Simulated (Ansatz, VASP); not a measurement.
Sn in VASP and in Ansatz

The input POSCAR:

```
Sn
1.0
   -3.0283446690      3.0283446690      1.6472810486
    3.0283446690     -3.0283446690      1.6472810486
    3.0283446690      3.0283446690     -1.6472810486
Sn
2
Direct
    0.7500000000      0.2500000000      0.5000000000
    0.0000000000      0.0000000000      0.0000000000
```

Contents of INCAR.step1:

```
PREC = Accurate
ENCUT = 520
ISMEAR = 0
SIGMA = 0.15
LREAL = F
LASPH = T
NELM = 100
NBANDS = 21
GGA = PE
ALGO = Normal
EDIFF = 1E-4
LWAVE = T
LCHARG = F
```

The input INCAR.step2:

```
PREC = Accurate
ENCUT = 520
EDIFF = 1E-6
ISMEAR = 0
SIGMA = 0.15
LREAL = F
LASPH = T
NELM = 100
ALGO = Normal
ISIF = 2
LWAVE = F
LCHARG = F
METAGGA = R2SCAN
LMIXTAU = T
NBANDS = 21
ISTART = 1
```

KPOINTS

```
regular mesh
0
Gamma
  16 16 16
```

Input for Ansatz:

```yaml
crystal:
  lattice:
    - [-3.028344669, 3.028344669, 1.6472810486]
    - [3.028344669, -3.028344669, 1.6472810486]
    - [3.028344669, 3.028344669, -1.6472810486]
  atoms:
    - { symbol: Sn, position: [0.75, 0.25, 0.5] }
    - { symbol: Sn, position: [0.0, 0.0, 0.0] }
basis:
  ecutwfc: 500
kpoints:
  mp_grid: { grid: [16, 16, 16] }
hamiltonian:
  xc: r2scan
scf:
  occupations: { method: gaussian, width: 0.15 }
output:
  forces: true
  stress: true
  eigenvalues: true
```

Change from the starting cell: strain +0.030 along x and y, +0.030 along z, atoms carried along.

Alike in both runs: task single point; functional r2SCAN; k mesh 16 × 16 × 16; occupations gaussian, width 0.15 eV; no spin polarisation.

|  | VASP | Ansatz |
| --- | --- | --- |
| version | VASP 6.6.1 | Ansatz 0.2.0 |
| potentials or method | VASP PAW PBE potentials, release 64 (Sn_d), cutoff 520 eV | scalar-relativistic, plane waves, PAW |
| valence electrons in the cell | 28 | 28 |

```csv
,VASP,Ansatz,Ansatz less VASP
gap on the k mesh at the Fermi level (eV),none,none,-
pressure (GPa),-4.0,-3.9,+0.04
```

VASP's potentials were made for PBE, not for r2SCAN. A gap of «none» marks a metal or a gap that the smearing closes.
